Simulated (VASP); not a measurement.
Input of a VASP 6.6.1 run:

The input POSCAR:

```
CaS
1.0
    0.0000000000      2.8560320322      2.8560320322
    2.8560320322      0.0000000000      2.8560320322
    2.8560320322      2.8560320322      0.0000000000
Ca S
1 1
Direct
    0.0000000000      0.0000000000      0.0000000000
    0.5000000000      0.5000000000      0.5000000000
```

Contents of INCAR.step1:

```
SYSTEM = CaS
PREC     = Accurate       ! precision mode
ENCUT    = 550            ! plane-wave cutoff, eV
ISMEAR   = 0              ! smearing method
SIGMA    = 0.02           ! smearing width, eV
LREAL    = .FALSE.        ! projectors in reciprocal space
LASPH    = .TRUE.         ! aspherical terms in the spheres
NELM     = 120            ! most SCF steps
NBANDS   = 15             ! bands
GGA      = PE             ! functional
ALGO     = Normal         ! electronic algorithm
EDIFF    = 1E-5           ! SCF threshold, eV
LWAVE    = .TRUE.         ! write WAVECAR
LCHARG   = .FALSE.        ! write CHGCAR
GGA_COMPAT= .FALSE.
```

File INCAR.step2:

```
SYSTEM = CaS
PREC     = Accurate       ! precision mode
ENCUT    = 550            ! plane-wave cutoff, eV
EDIFF    = 1E-6           ! SCF threshold, eV
ISMEAR   = 0              ! smearing method
SIGMA    = 0.02           ! smearing width, eV
LREAL    = .FALSE.        ! projectors in reciprocal space
LASPH    = .TRUE.         ! aspherical terms in the spheres
NELM     = 120            ! most SCF steps
ALGO     = Normal         ! electronic algorithm
ISIF     = 2              ! what is computed and relaxed
LWAVE    = .FALSE.        ! write WAVECAR
LCHARG   = .FALSE.        ! write CHGCAR
METAGGA  = R2SCAN         ! meta-GGA
LMIXTAU  = .TRUE.       
NBANDS   = 15             ! bands
ISTART   = 1            
GGA_COMPAT= .FALSE.
```

The input KPOINTS:

```
regular mesh
0
G
  8 8 8
  0 0 0
```

Potentials or basis: VASP PAW PBE potentials, release 64 (Ca_sv, S).

Launch:

```bash
$ cat potpaw_PBE.64/Ca_sv/POTCAR potpaw_PBE.64/S/POTCAR > POTCAR
$ cp INCAR.step1 INCAR
$ mpirun -np 1 vasp_std > vasp.out
$ cp INCAR.step2 INCAR
$ mpirun -np 1 vasp_std > vasp.out
```

Problem. Estimate the pressure.

Solution. -0.2 GPa.

Problem. Estimate the band gap on the k mesh.

Solution. 2.82 eV (least direct gap 3.64 eV).

Caveat: the PAW data sets were made with another functional, which shifts forces and pressure a little. r2SCAN opens gaps a little over a GGA but as a rule still falls short of measured ones.
